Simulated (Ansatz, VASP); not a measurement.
**Two plane-wave programs on LiF**

```
CELL_PARAMETERS angstrom
3.02702 0.00000 0.00000
-1.51351 2.62148 0.00000
0.00000 0.00000 4.68195
ATOMIC_POSITIONS crystal
Li 0.33333 0.66667 0.36867
Li 0.66667 0.33333 0.86867
F 0.33333 0.66667 0.00632
F 0.66667 0.33333 0.50632
```

Alike in both runs: task single point; functional PBEsol; k mesh 9 × 9 × 6; occupations gaussian, width 0.02 eV; no spin polarisation.

```csv
,VASP,Ansatz
version,VASP 6.6.1,Ansatz 0.2.0
potentials or method,"VASP PAW PBE potentials, release 64 (Li_sv, F), cutoff 520 eV","scalar-relativistic, plane waves, PAW"
valence electrons in the cell,20,20
```

Ansatz gave:

- gap on the k mesh at the Fermi level (eV): 8.09
- least direct gap on the mesh (eV): 8.09
- rms of the force components (eV/Å): 0.456

**Question.** Which values does VASP return?

**Answer.** gap on the k mesh at the Fermi level (eV): 8.08; least direct gap on the mesh (eV): 8.08; rms of the force components (eV/Å): 0.482.

VASP's potentials were made for PBE, not for PBEsol. Atom by atom the forces differ by 0.025 eV/Å (rms over components).

Noted on VASP's run: the cutoff is short for stress, so the pressure is rough.
